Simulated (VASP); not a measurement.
# In in VASP: settings compared

The runs below take In through single point, with LDA, PBEsol.

All numbers are computed with VASP 6.6.1; they aren't measurements. Logs are shortened: lines on timing, memory, paths and dates and some standing lists are left out, and cuts for length are marked.

## 1. The cell of the first run

The cell holds a slab with vacuum, 4 atoms: a = 3.335 Å, b = 3.335 Å, c = 23.264 Å, α = 90.00°, β = 90.00°, γ = 120.00°.

## 2. Single point, LDA

INCAR reads:

```
SYSTEM = In
PREC = Accurate
ENCUT = 520
EDIFF = 1E-6
ISMEAR = -1
SIGMA = 0.05
LREAL = .FALSE.
LASPH = .TRUE.
NELM = 80
ALGO = Normal
ISIF = 2
LWAVE = .FALSE.
LCHARG = .FALSE.
NBANDS = 34
```

KPOINTS reads:

```
regular mesh
0
G
  9 9 1
  0 0 0
```

POSCAR reads:

```
In
1.0
    3.3354847820      0.0000000000      0.0000000000
   -1.6677423910      2.8886145552      0.0000000000
    0.0000000000      0.0000000000     23.2637143800
In
4
Direct
    0.6666666700      0.3333333400      0.3223904780
    0.3333333300      0.6666666600      0.4407968260
    0.6666666700      0.3333333400      0.5592031740
    0.3333333300      0.6666666600      0.6776095220
```

Potentials or basis: VASP PAW LDA potentials, release 64 (In_d).

The run is started by

```
> cat potpaw_LDA.64/In_d/POTCAR > POTCAR
> mpirun -np 1 vasp_std > vasp.out
```

OUTCAR:

```text
SYSTEM = In
   PREC = Accurate
   ENCUT = 520
   EDIFF = 1E-6
   ISMEAR = -1
   LREAL = .FALSE.
   LASPH = .TRUE.
   NELM = 80
   ISIF = 2

 ion  position               nearest neighbor table
   1  0.667  0.333  0.322-   2 3.36   2 3.36   2 3.36
   2  0.333  0.667  0.441-   3 3.36   3 3.36   1 3.36   1 3.36   3 3.36   1 3.36
   3  0.667  0.333  0.559-   2 3.36   2 3.36   4 3.36   4 3.36   2 3.36   4 3.36
   4  0.333  0.667  0.678-   3 3.36   3 3.36   3 3.36

  LATTYP: Found a hexagonal cell.
 ALAT       =     3.3354847820
 C/A-ratio  =     6.9746126577

  Lattice vectors:

 A1 = (   3.3354847820,   0.0000000000,   0.0000000000)
 A2 = (  -1.6677423910,   2.8886145552,   0.0000000000)
 A3 = (   0.0000000000,   0.0000000000,  23.2637143800)

Analysis of symmetry for initial positions (statically):
=====================================================================
 Subroutine PRICEL returns:
 Original cell was already a primitive cell.

 Routine SETGRP: Setting up the symmetry group for a
 hexagonal supercell.

 Subroutine GETGRP returns: Found 12 space group operations
 (whereof 12 operations were pure point group operations)
 out of a pool of 24 trial point group operations.

The static configuration has the point symmetry D_3d.

Analysis of symmetry for dynamics (positions and initial velocities):
=====================================================================
 Subroutine PRICEL returns:
 Original cell was already a primitive cell.

 Routine SETGRP: Setting up the symmetry group for a
 hexagonal supercell.

 Subroutine GETGRP returns: Found 12 space group operations
 (whereof 12 operations were pure point group operations)
 out of a pool of 24 trial point group operations.

The dynamic configuration has the point symmetry D_3d.

 Subroutine INISYM returns: Found 12 space group operations
 (whereof 12 operations are pure point group operations),
 and found     1 'primitive' translations

----------------------------------------------------------------------------------------

                                     Primitive cell

  volume of cell :     224.1443

  direct lattice vectors                    reciprocal lattice vectors
     3.335484782  0.000000000  0.000000000     0.299806495  0.173093360  0.000000000
    -1.667742391  2.888614555  0.000000000     0.000000000  0.346186721  0.000000000
     0.000000000  0.000000000 23.263714380     0.000000000  0.000000000  0.042985397

  length of vectors
     3.335484782  3.335484782 23.263714380     0.346186721  0.346186721  0.042985397

  position of ions in fractional coordinates (direct lattice)
     0.666666670  0.333333340  0.322390478
     0.333333330  0.666666660  0.440796826
     0.666666670  0.333333340  0.559203174
     0.333333330  0.666666660  0.677609522

  ion indices of the primitive-cell ions
   primitive index   ion index
                 1           1
                 2           2
                 3           3
                 4           4

----------------------------------------------------------------------------------------

 KPOINTS: regular mesh

Automatic generation of k-mesh.
 Grid dimensions read from file:
 generate k-points for:    9    9    1

 Generating k-lattice:

  Cartesian coordinates                     Fractional coordinates (reciprocal lattice)
     0.033311833  0.019232596  0.000000000     0.111111111 -0.000000000  0.000000000
     0.000000000  0.038465191  0.000000000     0.000000000  0.111111111  0.000000000
     0.000000000  0.000000000  0.042985397     0.000000000  0.000000000  1.000000000

  Length of vectors
     0.038465191  0.038465191  0.042985397

  Shift w.r.t. Gamma in fractional coordinates (k-lattice)
     0.000000000  0.000000000  0.000000000

 Subroutine IBZKPT returns following result:
 ===========================================

 Found     12 irreducible k-points:

 Following reciprocal coordinates:
            Coordinates               Weight
  0.000000  0.000000  0.000000      1.000000
  0.111111 -0.000000  0.000000      6.000000
  0.222222 -0.000000  0.000000      6.000000
  0.333333 -0.000000  0.000000      6.000000
  0.444444 -0.000000  0.000000      6.000000
  0.111111  0.111111  0.000000      6.000000
  0.222222  0.111111  0.000000     12.000000
  0.333333  0.111111  0.000000     12.000000
  0.444444  0.111111  0.000000      6.000000
  0.222222  0.222222  0.000000      6.000000
  0.333333  0.222222  0.000000     12.000000
  0.333333  0.333333  0.000000      2.000000
   k-points           NKPTS =     12   k-points in BZ     NKDIM =     12   number of bands    NBANDS=     34
   number of dos      NEDOS =    301   number of ions     NIONS =      4
   total plane-waves  NPLWV = 141120
   dimension x,y,z NGX =    28 NGY =   28 NGZ =  180
   dimension x,y,z NGXF=    56 NGYF=   56 NGZF=  360
   ions per type =               4
   NGX,Y,Z   is equivalent  to a cutoff of  13.96, 13.96, 12.86 a.u.
   NGXF,Y,Z  is equivalent  to a cutoff of  27.91, 27.91, 25.73 a.u.
 SYSTEM =  In
   PREC   = accura    normal or accurate (medium, high low for compatibility)
   ISTART =      0    job   : 0-new  1-cont  2-samecut
   ICHARG =      2    charge: 1-file 2-atom 10-const
   ISPIN  =      1    spin polarized calculation?
   LNONCOLLINEAR =      F non collinear calculations
   LSORBIT =      F    spin-orbit coupling
   LASPH  =      T    aspherical Exc in radial PAW
   ENCUT  =  520.0 eV  38.22 Ry    6.18 a.u.   6.20  6.20 43.26*2*pi/ulx,y,z
   NELM   =     80;   NELMIN=  2; NELMDL= -5     # of ELM steps
   EDIFF  = 0.1E-05   stopping-criterion for ELM
   LREAL  =      F    real-space projection
   EDIFFG = 0.1E-04   stopping-criterion for IOM
   NSW    =      0    number of steps for IOM
   IBRION =     -1    ionic relax: 0-MD 1-quasi-New 2-CG
   NFREE  =      0    steps in history (QN), initial steepest desc. (CG)
   ISIF   =      2    stress and relaxation
   ISYM   =      2    0-nonsym 1-usesym 2-fastsym
   POTIM  = 0.5000    time-step for ionic-motion
   TEBEG  =    0.0;   TEEND  =   0.0 temperature during run
   PSTRESS=    0.0 pullay stress
   NELECT =      52.0000    total number of electrons
   NUPDOWN=      -1.0000    fix difference up-down
   EMIN   =  10.00;   EMAX   =-10.00  energy-range for DOS
   EFERMI =   0.00;   METHOD = LEGACY
   ISMEAR =    -1;   SIGMA  =   0.05  broadening in eV -4-tet -1-fermi 0-gaus
   EFERMI_NEDOS =   21; number of points for ismear=-14 and -15
   IALGO  =     38    algorithm
   IMIX   =      4    mixing-type and parameters
     AMIX     =   0.40;   BMIX     =  1.00
     AMIX_MAG =   1.60;   BMIX_MAG =  1.00
  volume/ion in A,a.u.               =      56.04       378.15
  Fermi-wavevector in a.u.,A,eV,Ry     =   1.005928  1.900928 13.767605  1.011890
  Thomas-Fermi vector in A             =   2.138638
   LORBIT       =      0    0 simple, 1 ext, 2 COOP (PROOUT), +10 PAW based schemes
   GGA     = CA    functional components
   LHFCALC =     F    Hartree Fock is set to
   AEXX    =    0.0000 exact exchange contribution
   IVDW    =     0    specifies the selected vdW correction
   LEPSILON=     F    determine dielectric tensor
   LRPA    =     F    only Hartree local field effects (RPA)
 non-spin polarized calculation
  energy-cutoff  :      520.00
  volume of cell :      224.14
 maximum number of plane-waves:      6072
 NGX is ok and might be reduce to    28
   NGX = 13   NGY = 13   NGZ = 87

 number of electron      52.0000005 magnetization

 Free energy of the ion-electron system (eV)
  ---------------------------------------------------
  ext. energy  EPLUGINS =         0.00000000
  ---------------------------------------------------
  free energy    TOTEN  =       -12.19585337 eV

  energy without entropy =      -12.18045893  energy(sigma->0) =      -12.18815615

 E-fermi :   1.2570     XC(G=0):  -5.6440

 val. band max:        1.2452628627   @ k =   0.1111  -0.0000   0.0000
 cond. band min:       1.3761659319   @ k =   0.3333   0.2222   0.0000
 fundamental gap:      0.1309030692
 Fermi energy:         1.2569731664

 k-point     1 :       0.0000    0.0000    0.0000
  band No.  band energies     occupation
      1     -13.3823      2.00000
      2     -13.3767      2.00000
      3     -13.3426      2.00000
      4     -13.3203      2.00000
      5     -13.2956      2.00000
      6     -13.2956      2.00000
[... 26 lines left out ...]
     33       9.7288      0.00000
     34       9.7450      0.00000

 k-point     2 :       0.1111   -0.0000    0.0000
  band No.  band energies     occupation
      1     -13.3694      2.00000
      2     -13.3641      2.00000
      3     -13.3354      2.00000
      4     -13.3176      2.00000
      5     -13.2977      2.00000
      6     -13.2937      2.00000
[... 26 lines left out ...]
     33       8.0892      0.00000
     34       8.6764      0.00000

 k-point     3 :       0.2222   -0.0000    0.0000
  band No.  band energies     occupation
      1     -13.3989      2.00000
      2     -13.3803      2.00000
      3     -13.3462      2.00000
      4     -13.3072      2.00000
      5     -13.3013      2.00000
      6     -13.2786      2.00000
[... 26 lines left out ...]
     33       7.2657      0.00000
     34       7.2930      0.00000
[... 260 lines left out ...]
 k-point    11 :       0.3333    0.2222    0.0000
  band No.  band energies     occupation
      1     -13.3847      2.00000
      2     -13.3627      2.00000
      3     -13.3559      2.00000
      4     -13.3242      2.00000
      5     -13.3089      2.00000
      6     -13.2754      2.00000
[... 26 lines left out ...]
     33       4.6786      0.00000
     34       5.1486      0.00000

 k-point    12 :       0.3333    0.3333    0.0000
  band No.  band energies     occupation
      1     -13.3882      2.00000
      2     -13.3364      2.00000
      3     -13.3364      2.00000
      4     -13.3045      2.00000
      5     -13.2812      2.00000
      6     -13.2812      2.00000
[... 26 lines left out ...]
     33       4.6449      0.00000
     34       4.6449      0.00000

------------------------ aborting loop because EDIFF is reached ----------------------------------------

  FORCE on cell =-STRESS in cart. coord.  units (eV):
  Direction    XX          YY          ZZ          XY          YZ          ZX
  --------------------------------------------------------------------------------------
  -------------------------------------------------------------------------------------
  Total       -2.9121563     -2.9121563     -1.5807801      0.0000000      0.0000000      0.0000000
  in kB      -20.8160174    -20.8160174    -11.2993751      0.0000000      0.0000000      0.0000000
  external PRESSURE =     -17.6438033 kB  Pullay stress =       0.0000000 kB

 VOLUME and BASIS-vectors are now :
 -----------------------------------------------------------------------------
  energy-cutoff  :      520.00
  volume of cell :      224.14
      direct lattice vectors                 reciprocal lattice vectors
     3.335484782  0.000000000  0.000000000     0.299806495  0.173093360  0.000000000
    -1.667742391  2.888614555  0.000000000     0.000000000  0.346186721  0.000000000
     0.000000000  0.000000000 23.263714380     0.000000000  0.000000000  0.042985397

 POSITION                                       TOTAL-FORCE (eV/Angst)
 -----------------------------------------------------------------------------------
      1.66774      0.96287      7.50000        -0.000000     -0.000000      0.154383
      0.00000      1.92574     10.25457        -0.000000     -0.000000      0.097262
      1.66774      0.96287     13.00914         0.000000      0.000000     -0.097262
      0.00000      1.92574     15.76371         0.000000      0.000000     -0.154383
 -----------------------------------------------------------------------------------
    total drift:                               -0.000000      0.000000     -0.000000

  FREE ENERGIE OF THE ION-ELECTRON SYSTEM (eV)
  ---------------------------------------------------
  free  energy   TOTEN  =       -12.1958533730 eV

  energy  without entropy=      -12.1804589302  energy(sigma->0) =      -12.18815615
```

Wall time 4.3 min (1 thread of Intel Xeon 8259CL, shared host); peak memory 0.3 GiB.

Results:

* Free energy: -12.1959 eV
* Largest force: 0.154 eV/Å
* Band gap on the k mesh: zero (bands 26 and 27 overlap by 1.98 eV)

Forces on the atoms (eV/Å):
```
In   0.000  0.000  0.154
In   0.000  0.000  0.097
In   0.000  0.000 -0.097
In   0.000  0.000 -0.154
```

Caveat: spin-orbit coupling is left out, which moves the levels of the heavy elements.

[end of part 1 of 2]
